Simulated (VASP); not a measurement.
The system is Cd.

```
CELL_PARAMETERS angstrom
3.11228 0.00000 0.00000
-1.55614 2.69531 0.00000
0.00000 0.00000 5.21746
ATOMIC_POSITIONS crystal
Cd 0.33333 0.66667 0.75000
Cd 0.66667 0.33333 0.25000
```

```yaml
Program: VASP 6.6.1
Task: relaxation of cell and atoms
Functional: PBE
Potentials_or_basis: VASP PAW PBE potentials, release 64 (Cd)
Cutoff: 600 eV
k_mesh: 15 × 15 × 8
Occupations: gaussian, width 0.1 eV
Spin: no spin polarisation
```

At the start: pressure 1.8 GPa; volume 21.88 Å³/atom.

**Question.** How do energy, volume and symmetry change on relaxing?

**Answer.** Over 38 steps the energy falls by 19.0 meV/atom and the volume is 22.97 Å³/atom (+5.0 %); space group P6_3/mmc (No. 194, to 0.1 Å) before and after.

Step by step:
```
step  energy change (eV)  largest force (eV/Å)  pressure (GPa)  volume (Å³)
   1              0.0000                0.0000            1.78        43.77
   2             -0.0091                0.0000            0.20        45.33
   3             -0.0092                0.0000            0.02        45.60
   4             -0.0092                0.0000           -0.10        45.64
   5             -0.0092                0.0000            0.00        45.54
   6             -0.0092                0.0000           -0.02        45.52
   7             -0.0092                0.0000           -0.01        45.49
   8             -0.0092                0.0000            0.09        45.43
   9             -0.0092                0.0000            0.04        45.46
  10             -0.0092                0.0000            0.04        45.47
  11             -0.0092                0.0000            0.03        45.48
  12             -0.0093                0.0000            0.04        45.48
  13             -0.0094                0.0000            0.04        45.47
  14             -0.0095                0.0000            0.06        45.45
  15             -0.0113                0.0000            0.12        45.40
  16             -0.0222                0.0000            0.24        45.28
  17             -0.0347                0.0000            0.87        44.96
  18             -0.0348                0.0000            1.04        44.90
  19             -0.0348                0.0000            1.00        44.90
  20             -0.0348                0.0000            1.00        44.90
  21             -0.0348                0.0000            1.01        44.90
  22             -0.0348                0.0000            1.02        44.91
  23             -0.0348                0.0000            1.03        44.91
  24             -0.0348                0.0000            1.06        44.91
  25             -0.0348                0.0000            1.02        44.92
  26             -0.0349                0.0000            1.01        44.93
  27             -0.0351                0.0000            0.97        44.96
  28             -0.0355                0.0000            0.90        45.02
  29             -0.0361                0.0000            0.77        45.15
  30             -0.0370                0.0000            0.58        45.39
  31             -0.0377                0.0000           -0.02        45.88
  32             -0.0377                0.0000           -0.02        45.85
  33             -0.0377                0.0000            0.18        45.69
  34             -0.0377                0.0000            0.06        45.82
  35             -0.0378                0.0000            0.04        45.83
  36             -0.0378                0.0000            0.03        45.85
  37             -0.0380                0.0000            0.01        45.88
  38             -0.0381                0.0000           -0.01        45.94
```

Final structure:
```
Cd
1.0
     3.01716    0.00000    0.00000
    -1.50858    2.61294    0.00000
     0.00000    0.00000    5.82724
Cd
2
Direct
  0.33333 0.66667 0.75000
  0.66667 0.33333 0.25000
```
